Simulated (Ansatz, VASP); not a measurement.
**Ge in VASP and in Ansatz**

File INCAR:

```
PREC = Accurate
ENCUT = 520
EDIFF = 1E-7
ISMEAR = -1
SIGMA = 0.1
LREAL = F
LASPH = T
NELM = 100
ALGO = Normal
ISIF = 2
LWAVE = F
LCHARG = T
GGA = PE
LELF = T
LVHAR = T
NBANDS = 21
```

The input KPOINTS:

```
regular mesh
0
Gamma
  14 14 10
```

File POSCAR:

```
Ge
1.0
   -2.6892933676      2.6923252142      1.4850286703
    2.6923252142     -2.6892933676      1.4850286703
    2.7048101859      2.7048101859     -1.4794758376
Ge
2
Direct
    0.9999201564      0.0000798436      0.0000000000
    0.7500798436      0.2499201564      0.5000000000
```

Input for Ansatz:

```yaml
crystal:
  lattice:
    - [-2.6892933676, 2.6923252142, 1.4850286703]
    - [2.6923252142, -2.6892933676, 1.4850286703]
    - [2.7048101859, 2.7048101859, -1.4794758376]
  atoms:
    - { symbol: Ge, position: [0.9999201564, 7.98436e-05, 0.0] }
    - { symbol: Ge, position: [0.7500798436, 0.2499201564, 0.5] }
hamiltonian:
  xc: pbe
  pseudopotentials:
    kind: paw
    azcp:
      Ge: "pseudopotentials/Ge.paw.azcp"
basis:
  ecutwfc: 420
  fft_grid_basis: typed
kpoints:
  mp_grid: { grid: [14, 14, 10], shift: [0, 0, 0] }
magnetization:
  spin_polarized: false
scf:
  occupations: { method: fermi_dirac, width: 0.1 }
  lower_state_search: "off"
output:
  stress: true
```

Alike in both runs: task single point; functional PBE; k mesh 14 × 14 × 10; occupations fermi-dirac, width 0.1 eV; no spin polarisation.

```csv
,VASP,Ansatz
version,VASP 6.6.1,Ansatz 0.2.0
potentials or method,"VASP PAW PBE potentials, release 64 (Ge_d), cutoff 520 eV","plane waves (420 eV) with PAW, scalar-relativistic"
valence electrons in the cell,28,28
```

```tsv
	VASP	Ansatz	Ansatz less VASP
pressure (GPa)	-5.9	-5.9	-0.02
traceless stress, the component that is largest in VASP (GPa)	0.34	0.35	+0.012
```
